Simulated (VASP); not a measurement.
Runs of VASP 6.6.1 on HgTe (zincblende type). The structure is that of space group F-43m (No. 216), or close to it. The cells are those of the table. 

```csv
cell,gap on the mesh (eV),pressure (GPa)
"a = 4.004 Å, angles 60.0°, 2 atoms",(a),56.1
"a = 3.807 Å, angles 60.0°, 2 atoms",0.39,109.8
"a = 4.164 Å, angles 60.0°, 2 atoms",(b),30.7
"a = 4.313 Å, angles 60.0°, 2 atoms",-,16.0
"a = 4.551 Å, angles 60.0°, 2 atoms",none,(c)
"a = 4.646 Å, angles 60.0°, 2 atoms",none,0.1
"a = 4.452 Å, angles 60.0°, 2 atoms",none,7.3
```

Alike in all rows: task single point; level r2SCAN; potentials or basis VASP PAW PBE potentials, release 64 (Hg, Te); no spin polarisation; k mesh 12 × 12 × 12; cutoff (eV) 520; smearing fermi-dirac 0.08 eV.

Task: Fill in the values left out.

Result: (a) 0.73; (b) 0.41; (c) 3.0.

Caveats: the PAW data sets were made with another functional, which shifts forces and pressure a little; spin-orbit coupling is left out, which moves the levels of the heavy elements.

A k mesh can miss the band edges, and the runs leave out spin-orbit coupling on Hg, Te.

A gap of «none» marks levels without a gap at the run's occupations.
